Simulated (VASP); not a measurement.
**BN: relaxation of cell and atoms with r2SCAN**

BN:

```xyz
4
Lattice="2.4982 0.0000 0.0000 -1.2491 2.1635 0.0000 0.0000 0.0000 6.6357" Properties=species:S:1:pos:R:3 pbc="T T T"
B     0.0000    1.4424    1.6589
B     1.2491    0.7212    4.9768
N     0.0000    1.4424    4.9768
N     1.2491    0.7212    1.6589
```

| Quantity | Value |
| --- | --- |
| Program | VASP 6.6.1 |
| Task | relaxation of cell and atoms |
| Functional | r2SCAN |
| Potentials or basis | VASP PAW PBE potentials, release 64 (B, N) |
| Cutoff | 520 eV |
| k mesh | 15 × 15 × 6 |
| Occupations | gaussian, width 0.02 eV |
| Spin | no spin polarisation |
| Further INCAR settings | ALGO = Normal; EDIFF = 1e-07; IBRION = 2; EDIFFG = -0.002; NSW = 80; ISIF = 3 |

```yaml
Relaxed_volume: 9.17 Å³/atom
Relaxed_cell: a = 2.502 Å, b = 2.502 Å, c = 6.765 Å, α = 90.00°, β = 90.00°, γ = 120.00°
Space_group_after_relaxing_to_0.1_Å: P6_3/mmc (No. 194)
Energy_gained_by_relaxing: 0.6 meV/atom
Ionic_steps: 7
Pressure_after_relaxing: 0.0 GPa
Band_gap_on_the_k_mesh: 4.94 eV (least direct gap 5.36 eV)
```

Step by step:
```tsv
step	energy change (eV)	largest force (eV/Å)	pressure (GPa)	volume (Å³)
1	0.0000	0.0000	1.53	35.87
2	0.0020	0.0000	-2.35	36.31
3	-0.0008	0.0000	0.15	36.02
4	-0.0011	0.0000	0.14	36.08
5	-0.0016	0.0000	0.10	36.25
6	-0.0022	0.0000	0.04	36.60
7	-0.0022	0.0000	0.02	36.69
```

Final structure:
```
CELL_PARAMETERS angstrom
2.50244 0.00000 0.00000
-1.25122 2.16717 0.00000
0.00000 0.00000 6.76472
ATOMIC_POSITIONS crystal
B 0.33333 0.66667 0.25000
B 0.66667 0.33333 0.75000
N 0.33333 0.66667 0.75000
N 0.66667 0.33333 0.25000
```

Levels at points of the mesh, in eV from the valence-band top:
| k point | band 6 | band 7 | band 8 | band 9 | band 10 | band 11 |
| --- | --- | --- | --- | --- | --- | --- |
| (0.00, 0.00, 0.00) | -1.37 | -1.33 | -1.33 | 5.49 | 10.82 | 12.31 |
| (0.00, 0.00, 0.50) | -1.35 | -1.35 | -1.35 | 7.88 | 7.88 | 12.36 |

Run time: 3.5 min on 4 MPI ranks on Intel(R) Xeon(R) Platinum 8488C (Sapphire Rapids) (shared host), peak memory 0.17 GiB a rank.

Caveat: the PAW data sets were made with another functional, which shifts forces and pressure a little; an odd mesh through Γ misses points on the zone boundary, where band edges can lie.
